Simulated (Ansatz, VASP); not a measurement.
**One calculation of Sn, two programs**

INCAR

```
SYSTEM = Sn
PREC = Accurate
ENCUT = 520
EDIFF = 1E-6
ISMEAR = -1
SIGMA = 0.05
LREAL = .False.
LASPH = .True.
NELM = 60
ALGO = Normal
ISIF = 2
LWAVE = .False.
LCHARG = .False.
GGA = PS
NBANDS = 13
```

KPOINTS

```
regular mesh
0
Gamma
  11 11 11
  0 0 0
```

Contents of POSCAR:

```
Sn
1.0
   -1.7265390000      1.7755470000      2.3383420000
    1.7265390000     -1.7755470000      2.3383420000
    1.7265390000      1.7755470000     -2.3383420000
Sn
1
Direct
    0.0000000000      0.0000000000      0.0000000000
```

The input input.yaml:

```yaml
crystal:
  lattice:
    - [-1.726539, 1.775547, 2.338342]
    - [1.726539, -1.775547, 2.338342]
    - [1.726539, 1.775547, -2.338342]
  atoms:
    - { symbol: Sn, position: [0.0, 0.0, 0.0] }
hamiltonian:
  xc: pbesol
  pseudopotentials: { kind: paw }
kpoints:
  mp_grid: { grid: [11, 11, 11] }
  band_path:
    path:
      - [[0.0, 0.0, 0.0], [-0.3862939988, 0.3862939988, 0.3862939988], [-0.2804352521, 0.2804352521, 0.4921527456], [0.0, 0.0, 0.5], [0.25, 0.25, 0.25], [0.0, 0.5, 0.0], [0.3862939988, 0.6137060012, -0.3862939988], [0.5, 0.5, -0.5], [0.0, 0.0, 0.0], [0.3941412533, -0.3941412533, 0.3941412533], [0.5, 0.0, 0.0], [0.25, 0.25, 0.25]]
      - [[0.2804352521, -0.2804352521, 0.5078472544], [0.3941412533, -0.3941412533, 0.3941412533]]
      - [[0.6058587467, 0.3941412533, -0.3941412533], [0.5, 0.5, -0.5]]
    npoints: 14
scf:
  occupations: { method: fermi_dirac, width: 0.05 }
  n_extra_bands: 6
output:
  forces: true
  stress: true
  eigenvalues: true
  fatbands: false
```

Alike in both runs: functional PBEsol; k mesh 11 × 11 × 11; occupations fermi-dirac, width 0.05 eV; no spin polarisation.

|  | VASP | Ansatz |
| --- | --- | --- |
| version | VASP 6.6.1 | Ansatz 0.2.0 |
| potentials or method | VASP PAW PBE potentials, release 64 (Sn_d) | Ansatz PAW |
| plane-wave cutoff (eV) | 520 | 420 |
| valence electrons in the cell | 14 | 14 |
| task | single point | band structure |

|  | VASP | Ansatz | Ansatz less VASP |
| --- | --- | --- | --- |
| gap on the k mesh at the Fermi level (eV) | none | none | - |
| pressure (GPa) | -3.6 | -3.6 | +0.05 |
| traceless stress, the component that is largest in VASP (GPa) | -1.00 | -1.00 | -0.001 |

VASP's potentials were made for PBE, not for PBEsol. A gap of «none» marks a metal or a gap that the smearing closes. With one functional, cell and mesh, what is left measures potentials, basis and numerics.
